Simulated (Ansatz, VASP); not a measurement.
# I: VASP beside Ansatz

The input INCAR:

```
SYSTEM = I
ALGO = Normal ; EDIFF = 1E-6
ENCUT = 520 ; GGA = PE
ISIF = 2 ; ISMEAR = 0
IVDW = 12 ; LASPH = .TRUE.
LCHARG = .FALSE. ; LREAL = .FALSE.
LWAVE = .FALSE. ; NBANDS = 10
NELM = 80 ; PREC = Accurate
SIGMA = 0.15
```

The input KPOINTS:

```
k-points
0
G
  18 18 18
  0 0 0
```

The input POSCAR:

```
I
1.0
   -1.9661775691      1.9661775691      2.3594130829
    1.9661775691     -1.9661775691      2.3594130829
    1.9661775691      1.9661775691     -2.3594130829
I
1
Direct
    0.0000000000      0.0000000000      0.0000000000
```

Input for Ansatz:

```yaml
crystal:
  lattice:
    - [-1.9661775691, 1.9661775691, 2.3594130829]
    - [1.9661775691, -1.9661775691, 2.3594130829]
    - [1.9661775691, 1.9661775691, -2.3594130829]
  atoms:
    - { symbol: I, position: [0.0, 0.0, 0.0] }
basis:
  ecutwfc: 420
kpoints:
  mp_grid: { grid: [18, 18, 18] }
hamiltonian:
  xc: pbe
  dispersion: d3bj
scf:
  occupations: { method: gaussian, width: 0.15 }
output:
  forces: true
  stress: true
  eigenvalues: true
```

Alike in both runs: task single point; functional PBE; dispersion D3(BJ); k mesh 18 × 18 × 18; occupations gaussian, width 0.15 eV; no spin polarisation.

|  | VASP | Ansatz |
| --- | --- | --- |
| version | VASP 6.6.1 | Ansatz 0.2.0 |
| potentials or method | VASP PAW PBE potentials, release 64 (I), cutoff 520 eV | scalar-relativistic, plane waves, PAW |
| valence electrons in the cell | 7 | 17 |

Ansatz gave:

```
gap on the k mesh at the Fermi level (eV)                     : none
pressure (GPa)                                                : -2.3
traceless stress, the component that is largest in VASP (GPa) : -0.35
```

Q: Estimate VASP's values.

A: gap on the k mesh at the Fermi level (eV): none; pressure (GPa): -2.3; traceless stress, the component that is largest in VASP (GPa): -0.34.

A gap of «none» marks a metal or a gap that the smearing closes. VASP's potentials hold 7 valence electrons a cell and Ansatz's 17, so a difference there can come from the potentials and not from the codes.

Neither program's run includes spin-orbit coupling.
